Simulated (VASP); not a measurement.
# Nb (Pm-3m) in VASP: further runs

The runs below take Nb through single point, with PBE.

Program: VASP 6.6.1. These are calculated values, not measurements. Logs are shortened: lines on timing, memory, paths and dates and some standing lists are left out, and cuts for length are marked.

### 1 The cell of the first run

The structure is cubic, space group Pm-3m (No. 221). The conventional cell has a = 2.270 Å, b = 2.270 Å, c = 2.270 Å, α = 90.00°, β = 90.00°, γ = 90.00°. Within 3.0 Å of Nb (site symmetry m-3m) lie 6 Nb at 2.27 Å.

### 2 Single point, PBE (volume scaled by 0.58)

INCAR

```
PREC     = Accurate       # precision mode
ENCUT    = 520            # plane-wave cutoff, eV
EDIFF    = 1E-7           # SCF threshold, eV
ISMEAR   = -1             # smearing method
SIGMA    = 0.1            # smearing width, eV
LREAL    = F              # projectors in reciprocal space
LASPH    = T              # aspherical terms in the spheres
NELM     = 60             # most SCF steps
ALGO     = Normal         # electronic algorithm
ISIF     = 2              # what is computed and relaxed
LWAVE    = F              # write WAVECAR
LCHARG   = F              # write CHGCAR
GGA      = PE             # functional
NBANDS   = 12             # bands
```

KPOINTS

```
Automatic mesh
0
Gamma
  16 16 16
```

POSCAR

```
Nb
1.0
    2.2699716452      0.0000000000      0.0000000000
    0.0000000000      2.2699716452      0.0000000000
    0.0000000000      0.0000000000      2.2699716452
Nb
1
Direct
    0.0000000000      0.0000000000      0.0000000000
```

Potentials or basis: VASP PAW PBE potentials, release 64 (Nb_sv).

The run is started by

```bash
> cat potpaw_PBE.64/Nb_sv/POTCAR > POTCAR
> mpirun -np 1 vasp_std > vasp.out
```

OUTCAR:

```text
PREC = Accurate
   ENCUT = 520
   EDIFF = 1E-7
   ISMEAR = -1
   LREAL = F
   LASPH = T
   NELM = 60
   ISIF = 2
   GGA = PE

 ion  position               nearest neighbor table
   1  0.000  0.000  0.000-

  LATTYP: Found a simple cubic cell.
 ALAT       =     2.2699716452

  Lattice vectors:

 A1 = (   2.2699716452,   0.0000000000,   0.0000000000)
 A2 = (   0.0000000000,   2.2699716452,   0.0000000000)
 A3 = (   0.0000000000,   0.0000000000,   2.2699716452)

Analysis of symmetry for initial positions (statically):
=====================================================================
 Subroutine PRICEL returns:
 Original cell was already a primitive cell.

 Routine SETGRP: Setting up the symmetry group for a
 simple cubic supercell.

 Subroutine GETGRP returns: Found 48 space group operations
 (whereof 48 operations were pure point group operations)
 out of a pool of 48 trial point group operations.

The static configuration has the point symmetry O_h .

Analysis of symmetry for dynamics (positions and initial velocities):
=====================================================================
 Subroutine PRICEL returns:
 Original cell was already a primitive cell.

 Routine SETGRP: Setting up the symmetry group for a
 simple cubic supercell.

 Subroutine GETGRP returns: Found 48 space group operations
 (whereof 48 operations were pure point group operations)
 out of a pool of 48 trial point group operations.

The dynamic configuration has the point symmetry O_h .

 Subroutine INISYM returns: Found 48 space group operations
 (whereof 48 operations are pure point group operations),
 and found     1 'primitive' translations

----------------------------------------------------------------------------------------

                                     Primitive cell

  volume of cell :      11.6966

  direct lattice vectors                    reciprocal lattice vectors
     2.269971645  0.000000000  0.000000000     0.440534137  0.000000000  0.000000000
     0.000000000  2.269971645  0.000000000     0.000000000  0.440534137  0.000000000
     0.000000000  0.000000000  2.269971645     0.000000000  0.000000000  0.440534137

  length of vectors
     2.269971645  2.269971645  2.269971645     0.440534137  0.440534137  0.440534137

[... 77 lines left out ...]
   NELM   =     60;   NELMIN=  2; NELMDL= -5     # of ELM steps
   EDIFF  = 0.1E-06   stopping-criterion for ELM
   LREAL  =      F    real-space projection
   EDIFFG = 0.1E-05   stopping-criterion for IOM
   NSW    =      0    number of steps for IOM
   IBRION =     -1    ionic relax: 0-MD 1-quasi-New 2-CG
   NFREE  =      0    steps in history (QN), initial steepest desc. (CG)
   ISIF   =      2    stress and relaxation
   ISYM   =      2    0-nonsym 1-usesym 2-fastsym
   POTIM  = 0.5000    time-step for ionic-motion
   TEBEG  =    0.0;   TEEND  =   0.0 temperature during run
   PSTRESS=    0.0 pullay stress
   NELECT =      13.0000    total number of electrons
   NUPDOWN=      -1.0000    fix difference up-down
   EMIN   =  10.00;   EMAX   =-10.00  energy-range for DOS
   EFERMI =   0.00;   METHOD = LEGACY
   ISMEAR =    -1;   SIGMA  =   0.10  broadening in eV -4-tet -1-fermi 0-gaus
   EFERMI_NEDOS =   21; number of points for ismear=-14 and -15
   IALGO  =     38    algorithm
   IMIX   =      4    mixing-type and parameters
     AMIX     =   0.40;   BMIX     =  1.00
     AMIX_MAG =   1.60;   BMIX_MAG =  1.00
  volume/ion in A,a.u.               =      11.70        78.93
  Fermi-wavevector in a.u.,A,eV,Ry     =   1.695777  3.204555 39.125744  2.875661
  Thomas-Fermi vector in A             =   2.776760
   LORBIT       =      0    0 simple, 1 ext, 2 COOP (PROOUT), +10 PAW based schemes
   GGA     = PE    functional components
   LHFCALC =     F    Hartree Fock is set to
   AEXX    =    0.0000 exact exchange contribution
   IVDW    =     0    specifies the selected vdW correction
   LEPSILON=     F    determine dielectric tensor
   LRPA    =     F    only Hartree local field effects (RPA)
 non-spin polarized calculation
  energy-cutoff  :      520.00
  volume of cell :       11.70
 maximum number of plane-waves:       324
 NGX is ok and might be reduce to    18
   NGX =  9   NGY =  9   NGZ =  9

 number of electron      13.0000000 magnetization

 Free energy of the ion-electron system (eV)
  ---------------------------------------------------
  ext. energy  EPLUGINS =         0.00000000
  ---------------------------------------------------
  free energy    TOTEN  =        -5.84283999 eV

  energy without entropy =       -5.82113201  energy(sigma->0) =       -5.83198600

 E-fermi :  18.8905     XC(G=0): -14.8002

 val. band max:       18.8443755473   @ k =   0.5000   0.1250   0.1250
 cond. band min:      18.8919415542   @ k =   0.5000   0.0625   0.0000
 fundamental gap:      0.0475660069
 Fermi energy:        18.8904525532

 k-point     1 :       0.0000    0.0000    0.0000
  band No.  band energies     occupation
      1     -37.1874      2.00000
      2      -9.8628      2.00000
      3      -9.8628      2.00000
      4      -9.8628      2.00000
      5      12.6835      2.00000
      6      12.8580      2.00000
      7      12.8580      2.00000
      8      27.9113      0.00000
      9      27.9113      0.00000
     10      27.9113      0.00000
     11      38.8947      0.00000
     12      38.8947      0.00000
[... 331 lines left out ...]
 k-point    24 :       0.5000    0.1250    0.0000
  band No.  band energies     occupation
      1     -35.9260      2.00000
      2     -15.3879      2.00000
      3     -10.1502      2.00000
      4      -9.1518      2.00000
      5      15.3048      2.00000
      6      16.8666      2.00000
      7      17.7190      1.99998
      8      21.1089      0.00000
      9      24.1037      0.00000
     10      27.4270      0.00000
     11      34.7786      0.00000
     12      35.9462      0.00000

 [... further k-points ...]
[... 5 lines left out ...]
  --------------------------------------------------------------------------------------
  -------------------------------------------------------------------------------------
  Total       14.8620264     14.8620264     14.8620264     -0.0000000     -0.0000000      0.0000000
  in kB     2035.7634490   2035.7634490   2035.7634490     -0.0000000     -0.0000000      0.0000000
  external PRESSURE =    2035.7634490 kB  Pullay stress =       0.0000000 kB

 VOLUME and BASIS-vectors are now :
 -----------------------------------------------------------------------------
  energy-cutoff  :      520.00
  volume of cell :       11.70
      direct lattice vectors                 reciprocal lattice vectors
     2.269971645  0.000000000  0.000000000     0.440534137  0.000000000  0.000000000
     0.000000000  2.269971645  0.000000000     0.000000000  0.440534137  0.000000000
     0.000000000  0.000000000  2.269971645     0.000000000  0.000000000  0.440534137

 POSITION                                       TOTAL-FORCE (eV/Angst)
 -----------------------------------------------------------------------------------
      0.00000      0.00000      0.00000         0.000000      0.000000      0.000000
 -----------------------------------------------------------------------------------
    total drift:                               -0.000000      0.000000      0.000000

  FREE ENERGIE OF THE ION-ELECTRON SYSTEM (eV)
  ---------------------------------------------------
  free  energy   TOTEN  =        -5.8428399851 eV

  energy  without entropy=       -5.8211320132  energy(sigma->0) =       -5.83198600
```

Run time: 19 s. Hardware: 1 thread of Intel Xeon Platinum 8259CL at 2.50GHz (Skylake/Cascade Lake), shared host; peak memory 0.13 GiB.

Results:

```yaml
Free_energy: -5.8428 eV
Pressure: 203.6 GPa
```

### 3 Single point, PBE (volume scaled by 0.58)

INCAR

```
SYSTEM = Nb
PREC = Accurate
ENCUT = 520
EDIFF = 1E-7
ISMEAR = -1
SIGMA = 0.1
LREAL = .FALSE.
LASPH = .TRUE.
NELM = 60
ALGO = Normal
ISIF = 2
LWAVE = .FALSE.
LCHARG = .TRUE.
GGA = PE
LELF = .TRUE.
LVHAR = .TRUE.
NBANDS = 12
```

KPOINTS

```
regular mesh
0
G
  16 16 16
  0 0 0
```

POSCAR is that of step 2.

Potentials or basis: VASP PAW PBE potentials, release 64 (Nb_sv).

The run is started by

```bash
> cat potpaw_PBE.64/Nb_sv/POTCAR > POTCAR
> mpirun -np 1 vasp_std > vasp.out
```

Run time: 19 s. Hardware: 1 thread of Intel Xeon Platinum 8259CL at 2.50GHz (Skylake/Cascade Lake), shared host; peak memory 0.13 GiB.

Results (log left out):

- Free energy: -5.8428 eV
- Pressure: 203.6 GPa

Levels at points of the mesh, in eV from the Fermi level:
```
           k point  band 3  band 4  band 5  band 6  band 7  band 8  band 9  band 10  band 11  band 12
(0.00, 0.00, 0.00)  -28.75  -28.75   -6.21   -6.03   -6.03    9.02    9.02     9.02    20.00    20.00
(0.50, 0.00, 0.00)  -28.12  -28.12   -4.30   -2.47    1.95    2.02    2.02     9.84    14.01    17.60
(0.50, 0.50, 0.00)  -33.39  -27.54   -9.01   -1.40    3.54    3.54    9.82     9.82    13.63    19.48
(0.50, 0.50, 0.50)  -32.49  -32.49   -6.14   -6.14   -6.14    5.64   14.21    14.21    22.91    22.91
```

### 4 Single point, PBE (volume scaled by 0.68)

INCAR

```
PREC = Accurate
ENCUT = 520
EDIFF = 1E-7
ISMEAR = -1
SIGMA = 0.1
LREAL = F
LASPH = T
NELM = 60
ALGO = Normal
ISIF = 2
LWAVE = F
LCHARG = T
GGA = PE
LELF = T
LVHAR = T
NBANDS = 12
```

KPOINTS

```
Automatic mesh
0
Gamma
  16 16 16
```

POSCAR

```
Nb
1.0
    2.3935770130      0.0000000000      0.0000000000
    0.0000000000      2.3935770130      0.0000000000
    0.0000000000      0.0000000000      2.3935770130
Nb
1
Direct
    0.0000000000      0.0000000000      0.0000000000
```

The run is started by

```bash
> cat potpaw_PBE.64/Nb_sv/POTCAR > POTCAR
> mpirun -np 1 vasp_std > vasp.out
```

Run time: 19 s. Hardware: 1 thread of Intel Xeon Platinum 8259CL at 2.50GHz (Skylake/Cascade Lake), shared host; peak memory 0.13 GiB.

The run converged. Its results:

```yaml
Free_energy: -7.7155 eV
Pressure: 104.6 GPa
```

Levels at points of the mesh, in eV from the Fermi level:
```csv
k point,band 4,band 5,band 6,band 7,band 8,band 9,band 10,band 11
"(0.00, 0.00, 0.00)",-29.08,-6.25,-4.83,-4.83,7.69,7.69,7.69,18.22
"(0.50, 0.00, 0.00)",-28.67,-3.40,-2.64,1.39,2.07,2.07,8.33,14.00
"(0.50, 0.50, 0.00)",-28.29,-7.20,-1.32,3.28,3.28,8.50,8.50,11.41
"(0.50, 0.50, 0.50)",-31.74,-4.77,-4.77,-4.77,6.39,11.85,11.85,19.04
```
